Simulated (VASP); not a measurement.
Ti2O, 3 atoms in the cell. Symmetry: P-3m1, No. 164, trigonal system. Conventional cell: a = 2.968 Å, b = 2.968 Å, c = 4.629 Å, α = 90.00°, β = 90.00°, γ = 120.00°. Ti (site symmetry 3m) has 3 O at 2.10 Å and 3 Ti at 2.79 Å within 2.8 Å. O (site symmetry -3m) has 6 Ti at 2.10 Å within 2.8 Å.  This cell differs from its parent crystal: uniaxial strain along c: -2.0 %.

- Program: VASP 6.6.1
- Task: single point
- Functional: PBEsol
- Potentials or basis: VASP PAW PBE potentials, release 64 (Ti_sv, O)
- Cutoff: 520 eV
- k mesh: 24 × 24 × 12
- Occupations: gaussian, width 0.1 eV
- Spin: no spin polarisation
- Dipole correction: no
- Further INCAR settings: ALGO = Normal; EDIFF = 1e-06; NBANDS = 22

Potentials or basis: VASP PAW PBE potentials, release 64 (Ti_sv, O).

Command:

```bash
$ cat potpaw_PBE.64/Ti_sv/POTCAR potpaw_PBE.64/O/POTCAR > POTCAR
$ mpirun -np 1 vasp_std > vasp.out
```

Hardware: 1 thread of Intel Xeon 8259CL, with other jobs on the host.

Problem. How long does it take, and how much memory?

Solution. It took 8.9 min on 1 thread of Intel Xeon 8259CL, with other jobs on the host, peak memory 0.53 GiB. Counts: scf iterations 14, k points 667.
